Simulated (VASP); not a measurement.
# TePb (Fm-3m) in VASP: further runs, part 2 of 2

VASP 6.6.1. The steps go on from the part before.

## (3) Relaxation of cell and atoms, r2SCAN

This run uses another cell than the first one, of 33.39 Å³/atom.

POSCAR

```
TePb
1.0
    0.0000000000      3.2200000000      3.2200000000
    3.2200000000      0.0000000000      3.2200000000
    3.2200000000      3.2200000000      0.0000000000
Pb Te
1 1
Direct
    0.0000000000      0.0000000000      0.0000000000
    0.5000000000      0.5000000000      0.5000000000
```

INCAR.step1

```
ALGO = Normal
EDIFF = 1E-5
EDIFFG = -0.005
ENCUT = 550
GGA = PE
GGA_COMPAT = False
IBRION = 2
ISIF = 3
ISMEAR = 0
LASPH = True
LCHARG = False
LREAL = False
LWAVE = True
NELM = 120
NELMIN = 4
NSW = 100
PREC = Accurate
SIGMA = 0.01
```

INCAR.step2

```
ALGO = Normal
EDIFF = 1E-7
EDIFFG = -0.002
ENCUT = 550
GGA_COMPAT = False
IBRION = 2
ISIF = 3
ISMEAR = 0
ISTART = 1
LASPH = True
LCHARG = False
LMIXTAU = True
LREAL = False
LWAVE = False
METAGGA = R2SCAN
NELM = 120
NELMIN = 4
NSW = 80
PREC = Accurate
SIGMA = 0.01
```

KPOINTS

```
k-points
0
Gamma
  12 12 12
```

Potentials or basis: VASP PAW PBE potentials, release 64 (Pb_d, Te).

The run is started by

```console
cat potpaw_PBE.64/Pb_d/POTCAR potpaw_PBE.64/Te/POTCAR > POTCAR
cp INCAR.step1 INCAR
mpirun -np 1 vasp_std > vasp.out
cp INCAR.step2 INCAR
mpirun -np 1 vasp_std > vasp.out
```

OUTCAR:

```text
EDIFF = 1E-7
   EDIFFG = -0.002
   ENCUT = 550
   IBRION = 2
   ISIF = 3
   ISMEAR = 0
   ISTART = 1
   LASPH = True
   LREAL = False
   METAGGA = R2SCAN
   NELM = 120
   NELMIN = 4
   NSW = 80
   PREC = Accurate

 ion  position               nearest neighbor table
   1  0.000  0.000  0.000-   2 3.22   2 3.22   2 3.22   2 3.22   2 3.22   2 3.22
   2  0.500  0.500  0.500-   1 3.22   1 3.22   1 3.22   1 3.22   1 3.22   1 3.22

  LATTYP: Found a face centered cubic cell.
 ALAT       =     6.4400000000

  Lattice vectors:

 A1 = (   0.0000000000,   3.2200000000,   3.2200000000)
 A2 = (   3.2200000000,   0.0000000000,   3.2200000000)
 A3 = (   3.2200000000,   3.2200000000,   0.0000000000)

Analysis of symmetry for initial positions (statically):
=====================================================================
 Subroutine PRICEL returns:
 Original cell was already a primitive cell.

 Routine SETGRP: Setting up the symmetry group for a
 face centered cubic supercell.

 Subroutine GETGRP returns: Found 48 space group operations
 (whereof 48 operations were pure point group operations)
 out of a pool of 48 trial point group operations.

The static configuration has the point symmetry O_h .

Analysis of symmetry for dynamics (positions and initial velocities):
=====================================================================
 Subroutine PRICEL returns:
 Original cell was already a primitive cell.

 Routine SETGRP: Setting up the symmetry group for a
 face centered cubic supercell.

 Subroutine GETGRP returns: Found 48 space group operations
 (whereof 48 operations were pure point group operations)
 out of a pool of 48 trial point group operations.

The dynamic configuration has the point symmetry O_h .

 Subroutine INISYM returns: Found 48 space group operations
 (whereof 48 operations are pure point group operations),
 and found     1 'primitive' translations

----------------------------------------------------------------------------------------

                                     Primitive cell

  volume of cell :      66.7725

  direct lattice vectors                    reciprocal lattice vectors
     0.000000000  3.220000000  3.220000000    -0.155279503  0.155279503  0.155279503
     3.220000000  0.000000000  3.220000000     0.155279503 -0.155279503  0.155279503
     3.220000000  3.220000000  0.000000000     0.155279503  0.155279503 -0.155279503

  length of vectors
     4.553767671  4.553767671  4.553767671     0.268951989  0.268951989  0.268951989

  position of ions in fractional coordinates (direct lattice)
     0.000000000  0.000000000  0.000000000
     0.500000000  0.500000000  0.500000000

  ion indices of the primitive-cell ions
   primitive index   ion index
                 1           1
                 2           2

----------------------------------------------------------------------------------------

 KPOINTS: k-points

Automatic generation of k-mesh.
 Grid dimensions read from file:
 generate k-points for:   12   12   12

[... 53 lines left out ...]
 SYSTEM =  unknown system
   PREC   = accura    normal or accurate (medium, high low for compatibility)
   ISTART =      1    job   : 0-new  1-cont  2-samecut
   ICHARG =      0    charge: 1-file 2-atom 10-const
   ISPIN  =      1    spin polarized calculation?
   LNONCOLLINEAR =      F non collinear calculations
   LSORBIT =      F    spin-orbit coupling
   LASPH  =      T    aspherical Exc in radial PAW
   ENCUT  =  550.0 eV  40.42 Ry    6.36 a.u.   8.71  8.71  8.71*2*pi/ulx,y,z
   NELM   =    120;   NELMIN=  4; NELMDL=  0     # of ELM steps
   EDIFF  = 0.1E-06   stopping-criterion for ELM
   LREAL  =      F    real-space projection
   EDIFFG = -.2E-02   stopping-criterion for IOM
   NSW    =     80    number of steps for IOM
   IBRION =      2    ionic relax: 0-MD 1-quasi-New 2-CG
   NFREE  =      1    steps in history (QN), initial steepest desc. (CG)
   ISIF   =      3    stress and relaxation
   ISYM   =      2    0-nonsym 1-usesym 2-fastsym
   POTIM  = 0.5000    time-step for ionic-motion
   TEBEG  =    0.0;   TEEND  =   0.0 temperature during run
   PSTRESS=    0.0 pullay stress
   NELECT =      20.0000    total number of electrons
   NUPDOWN=      -1.0000    fix difference up-down
   EMIN   =  10.00;   EMAX   =-10.00  energy-range for DOS
   EFERMI =   0.00;   METHOD = LEGACY
   ISMEAR =     0;   SIGMA  =   0.01  broadening in eV -4-tet -1-fermi 0-gaus
   EFERMI_NEDOS =   21; number of points for ismear=-14 and -15
   IALGO  =     38    algorithm
   IMIX   =      4    mixing-type and parameters
     AMIX     =   0.40;   BMIX     =  1.00
     AMIX_MAG =   1.60;   BMIX_MAG =  1.00
  volume/ion in A,a.u.               =      33.39       225.30
  Fermi-wavevector in a.u.,A,eV,Ry     =   1.095348  2.069908 16.324109  1.199788
  Thomas-Fermi vector in A             =   2.231670
   LORBIT       =      0    0 simple, 1 ext, 2 COOP (PROOUT), +10 PAW based schemes
   METAGGA = R2SCAN    functional components
   LHFCALC =     F    Hartree Fock is set to
   AEXX    =    0.0000 exact exchange contribution
   IVDW    =     0    specifies the selected vdW correction
   LEPSILON=     F    determine dielectric tensor
   LRPA    =     F    only Hartree local field effects (RPA)
 conjugate gradient relaxation of ions
 non-spin polarized calculation
 Gauss-broadening in eV      SIGMA  =   0.01
  energy-cutoff  :      550.00
  volume of cell :       66.77
 maximum number of plane-waves:      1980
   NGX = 17   NGY = 17   NGZ = 17

--------------------------------------- Ionic step        1  -------------------------------------------

 number of electron      20.0000001 magnetization

 Free energy of the ion-electron system (eV)
  ---------------------------------------------------
  ext. energy  EPLUGINS =         0.00000000
  ---------------------------------------------------
  free energy    TOTEN  =       -82.68772955 eV

  energy without entropy =      -82.68772955  energy(sigma->0) =      -82.68772955

------------------------ aborting loop because EDIFF is reached ----------------------------------------

  FORCE on cell =-STRESS in cart. coord.  units (eV):
  Direction    XX          YY          ZZ          XY          YZ          ZX
  --------------------------------------------------------------------------------------
  -------------------------------------------------------------------------------------
  Total        0.8435279      0.8435279      0.8435279     -0.0000000      0.0000000     -0.0000000
  in kB       20.2400895     20.2400895     20.2400895     -0.0000000      0.0000000     -0.0000000
  external PRESSURE =      20.2400895 kB  Pullay stress =       0.0000000 kB
[... 59 lines left out ...]
--------------------------------------- Ionic step        3  -------------------------------------------

 number of electron      20.0000002 magnetization

 Free energy of the ion-electron system (eV)
  ---------------------------------------------------
  ext. energy  EPLUGINS =         0.00000000
  ---------------------------------------------------
  free energy    TOTEN  =       -82.70569811 eV

  energy without entropy =      -82.70569811  energy(sigma->0) =      -82.70569811

 E-fermi :   5.1890     XC(G=0):  -9.6569

 val. band max:        5.0787309686   @ k =   0.5000   0.0000   0.0000
 cond. band min:       6.1703985287   @ k =   0.5000   0.0000   0.0000
 fundamental gap:      1.0916675600
 Fermi energy:         5.1890394971

 k-point     1 :       0.0000    0.0000    0.0000
  band No.  band energies     occupation
      1     -12.2373      2.00000
      2     -12.2373      2.00000
      3     -12.2282      2.00000
      4     -12.2282      2.00000
      5     -12.2282      2.00000
      6      -7.1498      2.00000
      7      -0.6379      2.00000
      8       3.7218      2.00000
      9       3.7218      2.00000
     10       3.7218      2.00000
     11       9.3970      0.00000
     12       9.3970      0.00000
     13       9.3970      0.00000
     14      11.3440      0.00000
[... 377 lines left out ...]
      1     -12.2590      2.00000
      2     -12.2476      2.00000
      3     -12.2235      2.00000
      4     -12.2158      2.00000
      5     -12.2128      2.00000
      6      -5.6260      2.00000
      7      -3.4552      2.00000
      8       2.5601      2.00000
      9       3.7344      2.00000
     10       4.1929      2.00000
     11       7.1518      0.00000
     12       7.2674      0.00000
     13       8.9062      0.00000
     14      12.8061      0.00000

 [... further k-points ...]

------------------------ aborting loop because EDIFF is reached ----------------------------------------

  FORCE on cell =-STRESS in cart. coord.  units (eV):
  Direction    XX          YY          ZZ          XY          YZ          ZX
  --------------------------------------------------------------------------------------
  -------------------------------------------------------------------------------------
  Total        0.0022066      0.0022066      0.0022066      0.0000000     -0.0000000     -0.0000000
  in kB        0.0507012      0.0507012      0.0507012      0.0000000     -0.0000000     -0.0000000
  external PRESSURE =       0.0507012 kB  Pullay stress =       0.0000000 kB
[... 17 lines left out ...]
  FREE ENERGIE OF THE ION-ELECTRON SYSTEM (eV)
  ---------------------------------------------------
  free  energy   TOTEN  =       -82.7056981072 eV

  energy  without entropy=      -82.7056981072  energy(sigma->0) =      -82.70569811

 reached required accuracy - stopping structural energy minimisation
```

It took 36 min on 1 thread of Oxide Virtual Turin-like, shared host; peak memory 0.26 GiB.

What came out:

```
Free energy                           : -82.7057 eV
Relaxed volume                        : 34.87 Å³/atom
Relaxed cell                          : a = 4.620 Å, b = 4.620 Å, c = 4.620 Å, α = 60.00°, β = 60.00°, γ = 60.00°
Space group after relaxing (to 0.1 Å) : Fm-3m (No. 225)
Energy gained by relaxing             : 9.0 meV/atom
Ionic steps                           : 3
Pressure after relaxing               : 0.0 GPa
Band gap on the k mesh                : 1.09 eV
```

The path:
| step | energy change (eV) | largest force (eV/Å) | pressure (GPa) | volume (Å³) |
| --- | --- | --- | --- | --- |
| 1 | 0.0000 | 0.0000 | 2.02 | 66.77 |
| 2 | -0.0153 | 0.0000 | -0.69 | 70.93 |
| 3 | -0.0180 | 0.0000 | 0.01 | 69.73 |

Final structure:
```
Pb Te
1.0
     0.00000    3.26686    3.26686
     3.26686    0.00000    3.26686
     3.26686    3.26686    0.00000
Pb Te
1 1
Cartesian
  0.0000 0.0000 0.0000
  3.2669 3.2669 3.2669
```

Caveat: the PAW data sets were made with another functional, which shifts forces and pressure a little; spin-orbit coupling is left out, which moves the levels of the heavy elements. A k mesh can miss the band edges.
